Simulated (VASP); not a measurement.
## Si4Ge: single point with PBE

The system is Si4Ge.

```
CELL_PARAMETERS angstrom
-1.41462 1.41462 10.00285
1.41462 -1.41462 10.00285
1.41462 1.41462 -10.00285
ATOMIC_POSITIONS crystal
Si 0.70000 0.70000 0.00000
Si 0.10000 0.10000 0.00000
Si 0.90000 0.90000 0.00000
Si 0.30000 0.30000 0.00000
Ge 0.50000 0.50000 0.00000
```

```json
{
 "Program": "VASP 6.6.1",
 "Task": "single point",
 "Functional": "PBE",
 "Potentials or basis": "VASP PAW PBE potentials, release 64 (Si, Ge_d)",
 "Cutoff": "520 eV",
 "k mesh": "8 × 8 × 8",
 "Occupations": "gaussian, width 0.1 eV",
 "Spin": "no spin polarisation",
 "Dipole correction": "no",
 "Further INCAR settings": "ALGO = Normal; EDIFF = 1e-07; NBANDS = 23"
}
```

```
Pressure               : -1.2 GPa
Largest force          : 0.710 eV/Å
Band gap on the k mesh : zero (band 15 reaches 12.78 eV, above the bottom of band 16 at 6.13 eV)
```

Forces in eV/Å, atoms in the order of the input:
```
Si   0.000  0.000  0.016
Si   0.000  0.000  0.710
Si   0.000  0.000 -0.710
Si   0.000  0.000 -0.016
Ge   0.000  0.000  0.000
```

Stress tensor (GPa, compression positive):
```
-2.29  0.00  0.00
 0.00 -2.29  0.00
 0.00  0.00  1.04
```

Levels at points of the mesh, in eV from the Fermi level:
| k point | band 12 | band 13 | band 14 | band 15 | band 16 | band 17 | band 18 | band 19 |
| --- | --- | --- | --- | --- | --- | --- | --- | --- |
| (0.00, 0.00, 0.00) | -1.02 | 3.20 | 3.20 | 3.20 | 3.20 | 4.87 | 5.45 | 5.82 |
| (0.50, 0.00, 0.00) | -4.77 | -4.76 | -2.03 | -2.00 | 1.37 | 1.39 | 5.13 | 5.14 |
| (0.50, 0.50, 0.00) | -3.65 | -3.60 | -3.51 | -3.49 | -1.86 | -1.74 | -0.85 | -0.72 |
| (0.50, 0.50, 0.50) | 2.87 | 2.87 | 3.01 | 3.17 | 4.19 | 4.19 | 4.20 | 4.20 |

Run time: 16 min on 1 thread of Intel(R) Xeon(R) Platinum 8488C (Sapphire Rapids), with other jobs on the host, peak memory 0.86 GiB.

Caveat: the k points lie up to 0.39 Å⁻¹ apart.
